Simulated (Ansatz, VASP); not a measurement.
Two plane-wave programs on Si

```xyz
4
Lattice="3.8475 0.0000 0.0000 -1.9238 3.3321 0.0000 0.0000 0.0000 18.4416" Properties=species:S:1:pos:R:3 pbc="T T T"
Si    0.0000    2.2214    4.9708
Si    1.9238    1.1107    4.5000
Si   -1.9238    3.3321    9.4416
Si    0.0000    2.2214    8.9708
```

Alike in both runs: task single point; functional PBE; dispersion D3(BJ); k mesh 9 × 9 × 1; occupations gaussian, width 0.1 eV; no spin polarisation.

|  | VASP | Ansatz |
| --- | --- | --- |
| version | VASP 6.6.1 | Ansatz 0.2.0 |
| potentials or method | VASP PAW PBE potentials, release 64 (Si), cutoff 520 eV | scalar-relativistic, plane waves, PAW |
| valence electrons in the cell | 16 | 16 |

```csv
,VASP,Ansatz,Ansatz less VASP
gap on the k mesh at the Fermi level (eV),none,none,-
rms of the force components (eV/Å),0.098,0.100,+0.0016
```

Atom by atom the forces differ by 0.003 eV/Å (rms over components). A gap of «none» marks a metal or a gap that the smearing closes.
